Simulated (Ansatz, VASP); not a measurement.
One calculation of BiP, two programs

File POSCAR:

```
BiP
1.0
    3.9188589170      0.0000000000      0.0000000000
   -1.9594294585      3.3938313760      0.0000000000
    0.0000000000      0.0000000000      3.7488147774
Bi P
1 1
Direct
    0.0000000000      0.0000000000      0.0000000000
    0.6666666667      0.3333333333      0.5000000000
```

Contents of INCAR.step1:

```
PREC     = Accurate       # precision mode
ENCUT    = 520            # plane-wave cutoff, eV
ISMEAR   = 1              # smearing method
SIGMA    = 0.1            # smearing width, eV
LREAL    = False          # projectors in reciprocal space
LASPH    = True           # aspherical terms in the spheres
NELM     = 60             # most SCF steps
NBANDS   = 17             # bands
GGA      = PE             # functional
ALGO     = Normal         # electronic algorithm
EDIFF    = 1E-4           # SCF threshold, eV
LWAVE    = True           # write WAVECAR
LCHARG   = False          # write CHGCAR
```

Contents of INCAR.step2:

```
PREC     = Accurate       # precision mode
ENCUT    = 520            # plane-wave cutoff, eV
EDIFF    = 1E-6           # SCF threshold, eV
ISMEAR   = 1              # smearing method
SIGMA    = 0.1            # smearing width, eV
LREAL    = False          # projectors in reciprocal space
LASPH    = True           # aspherical terms in the spheres
NELM     = 60             # most SCF steps
ALGO     = Normal         # electronic algorithm
ISIF     = 2              # what is computed and relaxed
LWAVE    = False          # write WAVECAR
LCHARG   = False          # write CHGCAR
METAGGA  = R2SCAN         # meta-GGA
LMIXTAU  = True         
NBANDS   = 17             # bands
ISTART   = 1
```

File KPOINTS:

```
Automatic mesh
0
Gamma
  10 10 10
```

Input for Ansatz:

```yaml
crystal:
  lattice:
    - [3.918858917018, 0.0, 0.0]
    - [-1.959429458509, 3.393831375985, 0.0]
    - [0.0, 0.0, 3.7488147774]
  atoms:
    - { symbol: Bi, position: [-3.700743415525e-17, 0.0, 0.0] }
    - { symbol: P, position: [0.6666666666667, 0.3333333333333, 0.5] }
basis:
  ecutwfc: 500
  ecutrho_ratio: 4
kpoints:
  mp_grid: { grid: [10, 10, 10] }
hamiltonian:
  xc: r2scan
scf:
  occupations: { method: methfessel_paxton, width: 0.1 }
output:
  forces: true
  stress: true
```

Alike in both runs: task single point; functional r2SCAN; k mesh 10 × 10 × 10; occupations methfessel-paxton of order 1, width 0.1 eV; no spin polarisation.

```csv
,VASP,Ansatz
version,VASP 6.6.1,Ansatz 0.2.0
potentials or method,"VASP PAW PBE potentials, release 64 (Bi_d, P), cutoff 520 eV","scalar-relativistic, plane waves, PAW"
valence electrons in the cell,20,20
```

|  | VASP | Ansatz | Ansatz less VASP |
| --- | --- | --- | --- |
| pressure (GPa) | 0.0 | 0.0 | 0.00 |

VASP's potentials were made for PBE, not for r2SCAN.

Spin-orbit coupling is off throughout.
